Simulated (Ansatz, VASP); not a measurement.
This is a calculation of MgO for VASP 6.6.1.

File INCAR:

```
PREC = Accurate
ENCUT = 520
EDIFF = 1E-6
ISMEAR = 0
SIGMA = 0.019000000000000003
LREAL = F
LASPH = T
NELM = 100
ALGO = Normal
ISIF = 2
LWAVE = F
LCHARG = F
GGA = PE
NBANDS = 11
```

KPOINTS

```
regular mesh
0
Gamma
  11 11 11
```

Contents of POSCAR:

```
MgO
1.0
    0.0000000000      2.0970013927      2.0970013927
    2.0970013927      0.0000000000      2.0970013927
    2.0970013927      2.0970013927      0.0000000000
Mg O
1 1
Direct
    0.0000000000      0.0000000000      0.0000000000
    0.5000000000      0.5000000000      0.5000000000
```

Potentials or basis: VASP PAW PBE potentials, release 64 (Mg, O).

The run is started by

```sh
$ cat potpaw_PBE.64/Mg/POTCAR potpaw_PBE.64/O/POTCAR > POTCAR
$ mpirun -np 1 vasp_std > vasp.out
```

Problem. Translate it to Ansatz 0.2.0. Potentials there: all-electron LAPW, scalar-relativistic.

Solution. As run (the cutoff follows the program's own potentials):

Contents of input.yaml:

```yaml
crystal:
  lattice:
    - [0.0, 2.0970013927, 2.0970013927]
    - [2.0970013927, 0.0, 2.0970013927]
    - [2.0970013927, 2.0970013927, 0.0]
  atoms:
    - { symbol: Mg, position: [0.0, 0.0, 0.0] }
    - { symbol: O, position: [0.5, 0.5, 0.5] }
kpoints:
  mp_grid: { grid: [11, 11, 11] }
scf:
  occupations: { method: gaussian, width: 0.019 }
hamiltonian:
  xc: pbe
  pseudopotentials: { kind: all_electron, lapw: { basis_error: 0.001 } }
output:
  forces: true
  stress: true
  eigenvalues: true
```

Potentials or basis: all-electron LAPW, scalar-relativistic.

Run with:

```sh
$ ansatz run input.yaml --threads 1 --pin off --max-ram 3072MiB --backend cpu --events-out ev --progress --plain --runs-dir out
```

Both were run:

|  | VASP | Ansatz | Ansatz less VASP |
| --- | --- | --- | --- |
| gap on the k mesh at the Fermi level (eV) | 4.85 | 4.86 | +0.011 |
| least direct gap on the mesh (eV) | 4.85 | 4.86 | +0.011 |
| pressure (GPa) | 6.2 | 7.0 | +0.79 |

Ansatz ran all-electron here, and VASP with PAW potentials.
